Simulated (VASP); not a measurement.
A run of VASP 6.6.1 is set up as follows.

File INCAR:

```
AGGAC    = 1.0          
AGGAX    = 1.0          
ALDAC    = 0.0          
ALDAX    = 1.0          
ALGO     = Normal         # electronic algorithm
EDIFF    = 1E-6           # SCF threshold, eV
EDIFFG   = -0.01          # ionic threshold
ENCUT    = 600            # plane-wave cutoff, eV
GGA      = B5             # functional
IBRION   = 2              # ionic algorithm
ISIF     = 3              # what is computed and relaxed
ISMEAR   = -1             # smearing method
IVDW     = 12             # dispersion correction
LASPH    = True           # aspherical terms in the spheres
LCHARG   = False          # write CHGCAR
LREAL    = False          # projectors in reciprocal space
LWAVE    = False          # write WAVECAR
NELM     = 80             # most SCF steps
NSW      = 80             # ionic steps
PREC     = Accurate       # precision mode
SIGMA    = 0.05           # smearing width, eV
VDW_A1   = 0.4298       
VDW_A2   = 4.2359       
VDW_S6   = 1.0          
VDW_S8   = 2.6996
```

KPOINTS

```
k-points
0
Gamma
  8 8 8
```

Contents of POSCAR:

```
InAs
1.0
    0.0000000000      3.0180000000      3.0180000000
    3.0180000000      0.0000000000      3.0180000000
    3.0180000000      3.0180000000      0.0000000000
In As
1 1
Direct
    0.0000000000      0.0000000000      0.0000000000
    0.7500000000      0.7500000000      0.7500000000
```

Potentials or basis: VASP PAW PBE potentials, release 64 (In_d, As).

The run is started by

```bash
$ cat potpaw_PBE.64/In_d/POTCAR potpaw_PBE.64/As/POTCAR > POTCAR
$ mpirun -np 1 vasp_std > vasp.out
```

**Question.** Predict the relaxed cell.

**Answer.** a = 4.333 Å, b = 4.333 Å, c = 4.333 Å, α = 60.00°, β = 60.00°, γ = 60.00°.

**Question.** Predict the space group after relaxing (to 0.05 Å).

**Answer.** F-43m (No. 216).

Final structure:
```cif
data_structure
_symmetry_space_group_name_H-M 'P 1'
_symmetry_Int_Tables_number 1
_cell_length_a 4.3334
_cell_length_b 4.3334
_cell_length_c 4.3334
_cell_angle_alpha 60.000
_cell_angle_beta 60.000
_cell_angle_gamma 60.000
_cell_volume 57.54
loop_
_atom_site_label
_atom_site_type_symbol
_atom_site_fract_x
_atom_site_fract_y
_atom_site_fract_z
_atom_site_occupancy
In1 In 0.00000 0.00000 0.00000 1
As1 As 0.75000 0.75000 0.75000 1
```

 Zero-point motion and thermal expansion aren't in these numbers.
